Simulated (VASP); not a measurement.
# Fe2Ge (P6_3/mmc) in VASP: notebook

Fe2Ge is run at these levels: PBEsol; tasks: single point, relaxation of cell and atoms.

Program: VASP 6.6.1. These are calculated values, not measurements. Logs are shortened: lines on timing, memory, paths and dates and some standing lists are left out, and cuts for length are marked.

## 1. The cell of the first run

The structure is hexagonal, space group P6_3/mmc (No. 194). The conventional cell has a = 4.105 Å, b = 4.105 Å, c = 4.975 Å, α = 90.00°, β = 90.00°, γ = 120.00°. Ge (site symmetry -6m2) has 11 Fe at 2.37 to 2.68 Å within 3.1 Å. Within 3.1 Å of Fe (site symmetry -6m2) lie 5 Ge at 2.37 to 2.49 Å and 6 Fe at 2.68 Å. Within 3.3 Å of Fe (site symmetry -3m) lie 8 Fe at 2.49 to 2.68 Å and 6 Ge at 2.68 Å.

## 2. Single point, PBEsol, collinear spin, ferromagnetic start (12.10 Å³/atom)

The input, INCAR:

```
ALGO     = Fast           # electronic algorithm
EDIFF    = 1E-7           # SCF threshold, eV
ENCUT    = 520            # plane-wave cutoff, eV
GGA      = PS             # functional
ISIF     = 2              # what is computed and relaxed
ISMEAR   = -1             # smearing method
ISPIN    = 2              # spin polarisation
LASPH    = T              # aspherical terms in the spheres
LCHARG   = F              # write CHGCAR
LMAXMIX  = 4              # l up to which the mixer works
LORBIT   = 11             # projections on sites
LREAL    = F              # projectors in reciprocal space
LWAVE    = F              # write WAVECAR
MAGMOM   = 0 0 3 3 3 3    # initial moments
NBANDS   = 43             # bands
NELM     = 150            # most SCF steps
PREC     = Accurate       # precision mode
SIGMA    = 0.05           # smearing width, eV
```

The input, KPOINTS:

```
k-points
0
Gamma
  8 8 6
```

The input, POSCAR:

```
Fe2Ge
1.0
    4.1051299334      0.0000000000      0.0000000000
   -2.0525649667      3.5551468082      0.0000000000
    0.0000000000      0.0000000000      4.9751352019
Ge Fe
2 4
Direct
    0.3333333333      0.6666666667      0.7500000000
    0.6666666667      0.3333333333      0.2500000000
    0.3333333333      0.6666666667      0.2500000000
    0.6666666667      0.3333333333      0.7500000000
    0.0000000000      0.0000000000      0.5000000000
    0.0000000000      0.0000000000      0.0000000000
```

Potentials or basis: VASP PAW PBE potentials, release 64 (Ge_d, Fe).

Started as:

```sh
$ cat potpaw_PBE.64/Ge_d/POTCAR potpaw_PBE.64/Fe/POTCAR > POTCAR
$ mpirun -np 1 vasp_std > vasp.out
```

OUTCAR:

```text
EDIFF = 1E-7
   ENCUT = 520
   GGA = PS
   ISIF = 2
   ISMEAR = -1
   ISPIN = 2
   LASPH = T
   LORBIT = 11
   LREAL = F
   NELM = 150
   PREC = Accurate

 ion  position               nearest neighbor table
   1  0.333  0.667  0.750-   4 2.37   4 2.37   4 2.37   3 2.49   3 2.49   5 2.68   6 2.68   6 2.68
                             5 2.68   6 2.68   5 2.68
   2  0.667  0.333  0.250-   3 2.37   3 2.37   3 2.37   4 2.49   4 2.49   5 2.68   6 2.68   5 2.68
                             6 2.68   5 2.68   6 2.68
   3  0.333  0.667  0.250-   2 2.37   2 2.37   2 2.37   1 2.49   1 2.49   5 2.68   6 2.68   6 2.68
                             5 2.68   6 2.68   5 2.68
   4  0.667  0.333  0.750-   1 2.37   1 2.37   1 2.37   2 2.49   2 2.49   5 2.68   6 2.68   5 2.68
                             6 2.68   5 2.68   6 2.68
   5  0.000  0.000  0.500-   6 2.49   6 2.49   3 2.68   4 2.68   1 2.68   2 2.68   2 2.68   4 2.68
                             1 2.68   3 2.68   2 2.68   4 2.68   1 2.68   3 2.68
   6  0.000  0.000  0.000-   5 2.49   5 2.49   3 2.68   4 2.68   1 2.68   2 2.68   2 2.68   4 2.68
                             1 2.68   3 2.68   2 2.68   4 2.68   1 2.68   3 2.68

  LATTYP: Found a hexagonal cell.
 ALAT       =     4.1051299334
 C/A-ratio  =     1.2119312379

  Lattice vectors:

 A1 = (   4.1051299334,   0.0000000000,   0.0000000000)
 A2 = (  -2.0525649667,   3.5551468082,   0.0000000000)
 A3 = (   0.0000000000,   0.0000000000,   4.9751352019)

Analysis of symmetry for initial positions (statically):
=====================================================================
 Subroutine PRICEL returns:
 Original cell was already a primitive cell.

 Routine SETGRP: Setting up the symmetry group for a
 hexagonal supercell.

 Subroutine GETGRP returns: Found 24 space group operations
 (whereof 12 operations were pure point group operations)
 out of a pool of 24 trial point group operations.

The static configuration has the point symmetry D_3d.
 The point group associated with its full space group is D_6h.

Analysis of symmetry for dynamics (positions and initial velocities):
=====================================================================
 Subroutine PRICEL returns:
 Original cell was already a primitive cell.

 Routine SETGRP: Setting up the symmetry group for a
 hexagonal supercell.

 Subroutine GETGRP returns: Found 24 space group operations
 (whereof 12 operations were pure point group operations)
 out of a pool of 24 trial point group operations.

The dynamic configuration has the point symmetry D_3d.
 The point group associated with its full space group is D_6h.

Analysis of structural, dynamic, and magnetic symmetry:
=====================================================================
 Subroutine PRICEL returns:
 Original cell was already a primitive cell.

[... 161 lines left out ...]
  ext. energy  EPLUGINS =         0.00000000
  ---------------------------------------------------
  free energy    TOTEN  =       -46.10664784 eV

  energy without entropy =      -46.06052803  energy(sigma->0) =      -46.08358793

 E-fermi :   7.7461     XC(G=0): -13.2285

 val. band max:        7.7410801081   @ k =   0.3750   0.2500   0.5000
 cond. band min:       7.7489524188   @ k =   0.2500  -0.0000   0.0000
 fundamental gap:      0.0078723108
 Fermi energy:         7.7460996529

 spin component 1

 k-point     1 :       0.0000    0.0000    0.0000
  band No.  band energies     occupation
      1     -16.8478      1.00000
      2     -16.8409      1.00000
      3     -16.8168      1.00000
      4     -16.8168      1.00000
      5     -16.7963      1.00000
      6     -16.7963      1.00000
[... 1069 lines left out ...]
     41      15.8788      0.00000
     42      16.3906      0.00000

 [... further k-points ...]

 spin component 2

 k-point     1 :       0.0000    0.0000    0.0000
  band No.  band energies     occupation
      1     -16.8605      1.00000
      2     -16.8537      1.00000
      3     -16.8339      1.00000
      4     -16.8339      1.00000
      5     -16.8079      1.00000
      6     -16.8079      1.00000
[... 1069 lines left out ...]
     41      16.2805      0.00000
     42      16.8361      0.00000

 [... further k-points ...]

 [bands above 42 left out]

------------------------ aborting loop because EDIFF is reached ----------------------------------------

  FORCE on cell =-STRESS in cart. coord.  units (eV):
  Direction    XX          YY          ZZ          XY          YZ          ZX
  --------------------------------------------------------------------------------------
  -------------------------------------------------------------------------------------
  Total       -2.7169542     -2.7169542     -2.6658404      0.0000000     -0.0000000      0.0000000
  in kB      -59.9519844    -59.9519844    -58.8241130      0.0000000     -0.0000000      0.0000000
  external PRESSURE =     -59.5760273 kB  Pullay stress =       0.0000000 kB

 VOLUME and BASIS-vectors are now :
 -----------------------------------------------------------------------------
  energy-cutoff  :      520.00
  volume of cell :       72.61
      direct lattice vectors                 reciprocal lattice vectors
     4.105129933  0.000000000  0.000000000     0.243597649  0.140641168  0.000000000
    -2.052564967  3.555146808  0.000000000     0.000000000  0.281282336  0.000000000
     0.000000000  0.000000000  4.975135202     0.000000000  0.000000000  0.200999563

 POSITION                                       TOTAL-FORCE (eV/Angst)
 -----------------------------------------------------------------------------------
     -0.00000      2.37010      3.73135         0.000000      0.000000      0.000000
      2.05256      1.18505      1.24378        -0.000000     -0.000000      0.000000
     -0.00000      2.37010      1.24378         0.000000     -0.000000      0.000000
      2.05256      1.18505      3.73135        -0.000000      0.000000      0.000000
      0.00000      0.00000      2.48757         0.000000      0.000000      0.000000
      0.00000      0.00000      0.00000         0.000000      0.000000      0.000000
 -----------------------------------------------------------------------------------
    total drift:                               -0.000000      0.000000      0.000000

  FREE ENERGIE OF THE ION-ELECTRON SYSTEM (eV)
  ---------------------------------------------------
  free  energy   TOTEN  =       -46.1066478389 eV

  energy  without entropy=      -46.0605280284  energy(sigma->0) =      -46.08358793

 total charge

# of ion       s       p       d       tot
------------------------------------------
    1        1.088   1.325  10.117  12.531
    2        1.088   1.325  10.117  12.531
    3        0.425   0.503   6.501   7.429
    4        0.425   0.503   6.501   7.429
    5        0.399   0.488   6.274   7.161
    6        0.399   0.488   6.274   7.161
--------------------------------------------------
tot          3.823   4.634  45.785  54.241

 magnetization (x)

# of ion       s       p       d       tot
------------------------------------------
    1       -0.006  -0.079   0.005  -0.080
    2       -0.006  -0.079   0.005  -0.080
    3        0.007  -0.001   1.399   1.405
    4        0.007  -0.001   1.399   1.405
    5       -0.001   0.003   2.342   2.344
    6       -0.001   0.003   2.342   2.344
--------------------------------------------------
tot          0.002  -0.155   7.490   7.337
```

OSZICAR:

```text
N       E                     dE             d eps       ncg     rms          rms(c)
DAV:   1     0.559276278322E+03    0.55928E+03   -0.25617E+04  8054   0.333E+03
DAV:   2     0.494157638518E+02   -0.50986E+03   -0.47906E+03  6880   0.661E+02
[... 11 lines left out ...]
RMM:  14    -0.461066189090E+02   -0.46290E-04   -0.76613E-04 10192   0.206E-01    0.104E-01
RMM:  15    -0.461066460526E+02   -0.27144E-04   -0.20904E-04 10937   0.643E-02    0.407E-02
RMM:  16    -0.461066460081E+02    0.44541E-07   -0.31426E-05 10340   0.387E-02    0.135E-02
RMM:  17    -0.461066474532E+02   -0.14452E-05   -0.10287E-05 10141   0.140E-02    0.836E-03
RMM:  18    -0.461066477464E+02   -0.29312E-06   -0.13489E-06  9381   0.757E-03    0.308E-03
RMM:  19    -0.461066478389E+02   -0.92564E-07   -0.31261E-07  6224   0.288E-03
   1 F= -.46106648E+02 E0= -.46083588E+02  d E =-.461198E-01  mag=     7.3535
```

Wall time 7.6 min (1 thread of Intel Xeon 6975P-C (Granite Rapids), shared host); peak memory 0.33 GiB.

Results:

| Property | Result |
| --- | --- |
| Free energy | -46.1066 eV |
| Pressure | -6.0 GPa |
| Net moment | 7.35 μB per cell |
| Site moments | Ge -0.08; Fe +1.41, +2.34 (each value once) μB |
| Valence electrons inside the program's atomic spheres | Ge 12.53; Fe 7.43, 7.16 (each value once) |

Stress tensor (GPa, compression positive):
```
-6.00  0.00  0.00
 0.00 -6.00  0.00
 0.00  0.00 -5.88
```

Levels at points of the mesh, in eV from the Fermi level:
Spin up:
| k point | band 31 | band 32 | band 33 | band 34 | band 35 | band 36 | band 37 | band 38 |
| --- | --- | --- | --- | --- | --- | --- | --- | --- |
| (0.00, 0.00, 0.00) | -0.67 | -0.44 | 0.10 | 2.17 | 2.71 | 2.71 | 2.88 | 3.06 |
| (0.50, 0.00, 0.00) | -1.29 | -0.90 | -0.60 | -0.56 | -0.51 | 1.02 | 1.84 | 3.37 |
| (0.00, 0.00, 0.50) | -0.96 | -0.96 | 1.48 | 1.48 | 3.32 | 3.32 | 3.32 | 3.32 |
| (0.50, 0.00, 0.50) | -1.38 | -1.38 | -0.63 | -0.63 | 1.09 | 1.09 | 2.67 | 2.67 |
Spin down:
| k point | band 22 | band 23 | band 24 | band 25 | band 26 | band 27 | band 28 | band 29 | band 30 | band 31 |
| --- | --- | --- | --- | --- | --- | --- | --- | --- | --- | --- |
| (0.00, 0.00, 0.00) | -2.11 | -0.22 | -0.22 | -0.14 | 0.49 | 0.61 | 0.61 | 0.81 | 0.81 | 1.26 |
| (0.50, 0.00, 0.00) | -1.42 | -0.90 | -0.78 | -0.75 | -0.73 | -0.17 | 0.12 | 0.41 | 0.60 | 0.63 |
| (0.00, 0.00, 0.50) | -1.87 | -0.47 | -0.47 | 0.48 | 0.48 | 0.48 | 0.48 | 0.70 | 0.70 | 0.70 |
| (0.50, 0.00, 0.50) | -1.59 | -0.91 | -0.91 | -0.42 | -0.42 | 0.11 | 0.11 | 0.12 | 0.12 | 0.66 |

Caveat: the cell stands under tension; the PAW data sets were made with another functional, which shifts forces and pressure a little.

## 3. Single point, PBEsol, collinear spin, ferromagnetic start (12.60 Å³/atom)

This run uses another cell than the first one, of 12.60 Å³/atom.

The input, INCAR:

```
SYSTEM = Fe2Ge
ALGO = Normal
EDIFF = 1E-6
ENCUT = 520
GGA = PS
ISIF = 2
ISMEAR = -1
ISPIN = 2
LASPH = .TRUE.
LCHARG = .FALSE.
LMAXMIX = 4
LORBIT = 11
LREAL = .FALSE.
LWAVE = .FALSE.
MAGMOM = 0 0 3 3 3 3
NBANDS = 43
NELM = 150
PREC = Accurate
SIGMA = 0.05
```

The input, KPOINTS:

```
k-points
0
G
  8 8 6
  0 0 0
```

Changes to POSCAR since step 2:

```diff
@@ -2,5 +2,5 @@
 1.0
-    4.1051299334      0.0000000000      0.0000000000
-   -2.0525649667      3.5551468082      0.0000000000
-    0.0000000000      0.0000000000      4.9751352019
+    4.1602389245      0.0000000000      0.0000000000
+   -2.0801194623      3.6028725945      0.0000000000
+    0.0000000000      0.0000000000      5.0419235098
 Ge Fe
```

Potentials or basis: VASP PAW PBE potentials, release 64 (Ge_d, Fe).

Started as:

```sh
$ cat potpaw_PBE.64/Ge_d/POTCAR potpaw_PBE.64/Fe/POTCAR > POTCAR
$ mpirun -np 1 vasp_std > vasp.out
```

Run time: 5.1 min. Hardware: 1 thread of Intel Xeon 6975P-C (Granite Rapids), shared host; peak memory 0.34 GiB.

The run converged. Its results:

* Free energy: -45.9458 eV
* Pressure: -11.3 GPa
* Net moment: 7.87 μB per cell
* Site moments: Ge -0.09; Fe +1.58, +2.44 (each value once) μB
* Valence electrons inside the program's atomic spheres: Ge 12.48; Fe 7.33, 7.09 (each value once)

Stress tensor (GPa, compression positive):
```
-11.39   0.00   0.00
  0.00 -11.39   0.00
  0.00   0.00 -11.14
```

Levels at points of the mesh, in eV from the Fermi level:
Spin up:
| k point | band 32 | band 33 | band 34 | band 35 | band 36 | band 37 |
| --- | --- | --- | --- | --- | --- | --- |
| (0.00, 0.00, 0.00) | -0.57 | -0.03 | 1.90 | 2.49 | 2.49 | 2.75 |
| (0.50, 0.00, 0.00) | -1.01 | -0.74 | -0.68 | -0.63 | 0.76 | 1.66 |
| (0.00, 0.00, 0.50) | -1.07 | 1.22 | 1.22 | 3.10 | 3.10 | 3.10 |
| (0.50, 0.00, 0.50) | -1.46 | -0.76 | -0.76 | 0.92 | 0.92 | 2.39 |
Spin down:
```csv
k point,band 24,band 25,band 26,band 27,band 28,band 29
"(0.00, 0.00, 0.00)",-0.13,-0.08,0.47,0.65,0.65,0.86
"(0.50, 0.00, 0.00)",-0.68,-0.67,-0.65,-0.11,0.14,0.44
"(0.00, 0.00, 0.50)",-0.44,0.53,0.53,0.53,0.53,0.74
"(0.50, 0.00, 0.50)",-0.81,-0.33,-0.33,0.17,0.17,0.18
```

Caveat: the cell stands under tension; the PAW data sets were made with another functional, which shifts forces and pressure a little.

## 4. Relaxation of cell and atoms, PBEsol, collinear spin, ferromagnetic start

This run uses another cell than the first one, of 12.35 Å³/atom.

The input, INCAR:

```
PREC = Accurate ; ENCUT = 600
EDIFF = 1E-7 ; ISMEAR = -1
SIGMA = 0.05 ; LREAL = False
LASPH = True ; NELM = 150
ALGO = Fast ; ISIF = 3
LWAVE = False ; LCHARG = False
ISPIN = 2 ; MAGMOM = 0 0 3 3 3 3
LORBIT = 11 ; LMAXMIX = 4
GGA = PS ; IBRION = 2
NSW = 60 ; EDIFFG = -0.01
```

The input, KPOINTS:

```
regular mesh
0
Gamma
  8 8 6
```

Changes to POSCAR since step 3:

```diff
@@ -2,5 +2,5 @@
 1.0
-    4.1602389245      0.0000000000      0.0000000000
-   -2.0801194623      3.6028725945      0.0000000000
-    0.0000000000      0.0000000000      5.0419235098
+    4.1328681392      0.0000000000      0.0000000000
+   -2.0664340696      3.5791687991      0.0000000000
+    0.0000000000      0.0000000000      5.0087520000
 Ge Fe
```

Started as:

```sh
$ cat potpaw_PBE.64/Ge_d/POTCAR potpaw_PBE.64/Fe/POTCAR > POTCAR
$ mpirun -np 1 vasp_std > vasp.out
```

Run time: 55 min. Hardware: 1 thread of Oxide Virtual Turin-like, shared host; peak memory 0.38 GiB.

It converged, with:

```
Free energy                                           : -46.1551 eV
Relaxed volume                                        : 11.68 Å³/atom
Relaxed cell                                          : a = 4.060 Å, b = 4.060 Å, c = 4.912 Å, α = 90.00°, β = 90.00°, γ = 120.00°
Space group after relaxing (to 0.1 Å)                 : P6_3/mmc (No. 194)
Energy gained by relaxing                             : 19.6 meV/atom
Ionic steps                                           : 7
Pressure after relaxing                               : 0.0 GPa
Net moment                                            : 7.02 μB per cell
Site moments                                          : Ge -0.07; Fe +1.31, +2.26 (each value once) μB
Valence electrons inside the program's atomic spheres : Ge 12.58; Fe 7.51, 7.23 (each value once)
```

The path:
```tsv
step	energy change (eV)	largest force (eV/Å)	pressure (GPa)	volume (Å³)
1	0.0000	0.0000	-8.81	74.09
2	-0.0305	0.0000	9.40	67.05
3	-0.1174	0.0000	-0.02	70.13
4	-0.1173	0.0000	0.20	70.06
5	-0.1175	0.0000	-0.19	70.19
6	-0.1175	0.0000	-0.10	70.16
7	-0.1175	0.0000	0.04	70.11
```

Final structure:
```
Ge Fe
1.0
     4.05976    0.00000    0.00000
    -2.02988    3.51586    0.00000
     0.00000    0.00000    4.91167
Ge Fe
2 4
Direct
  0.33333 0.66667 0.75000
  0.66667 0.33333 0.25000
  0.33333 0.66667 0.25000
  0.66667 0.33333 0.75000
  0.00000 0.00000 0.50000
  0.00000 0.00000 0.00000
```

Levels at points of the mesh, in eV from the Fermi level:
Spin up:
```
           k point  band 30  band 31  band 32  band 33  band 34  band 35  band 36  band 37  band 38  band 39
(0.00, 0.00, 0.00)    -0.57    -0.57    -0.34     0.23     2.39     2.89     2.89     2.99     3.23     3.23
(0.50, 0.00, 0.00)    -1.27    -1.23    -0.83    -0.50    -0.48    -0.40     1.24     1.99     3.60     3.82
(0.00, 0.00, 0.50)    -0.88    -0.88    -0.88     1.70     1.70     3.51     3.51     3.51     3.51     4.92
(0.50, 0.00, 0.50)    -1.59    -1.33    -1.33    -0.54    -0.54     1.23     1.23     2.90     2.90     6.98
```
Spin down:
```tsv
k point	band 23	band 24	band 25	band 26	band 27	band 28	band 29	band 30
(0.00, 0.00, 0.00)	-0.29	-0.29	-0.19	0.52	0.58	0.58	0.78	0.78
(0.50, 0.00, 0.00)	-0.99	-0.86	-0.80	-0.80	-0.21	0.12	0.39	0.56
(0.00, 0.00, 0.50)	-0.51	-0.51	0.45	0.45	0.45	0.45	0.68	0.68
(0.50, 0.00, 0.50)	-1.00	-1.00	-0.48	-0.48	0.06	0.06	0.08	0.08
```

Caveat: the PAW data sets were made with another functional, which shifts forces and pressure a little.

## 5. Overview

```tsv
task	cell	cutoff (eV)	gap on the mesh (eV)	pressure (GPa)	moment (μB)
single point	a = 4.105, b = 4.105, c = 4.975 Å, angles 90.0, 90.0, 120.0°, 6 atoms	520	none	-6.0	7.35
single point	a = 4.160, b = 4.160, c = 5.042 Å, angles 90.0, 90.0, 120.0°, 6 atoms	520	none	-11.3	7.87
relaxation of cell and atoms	relaxed from a = 4.133, b = 4.133, c = 5.009 Å, angles 90.0, 90.0, 120.0°, 6 atoms	600	none	0.0	7.02
```

Alike in all rows: level PBEsol; potentials or basis VASP PAW PBE potentials, release 64 (Ge_d, Fe); spin collinear, ferromagnetic start; k mesh 8 × 8 × 6; smearing fermi-dirac 0.05 eV.

Caveats: the PAW data sets were made with another functional, which shifts forces and pressure a little; the cell stands under tension (at least some runs).

Total energies depend on the potentials used, so only differences within one code and one set of settings carry meaning.

The gap in the log of VASP goes by the Fermi energy; the results here count the filled bands.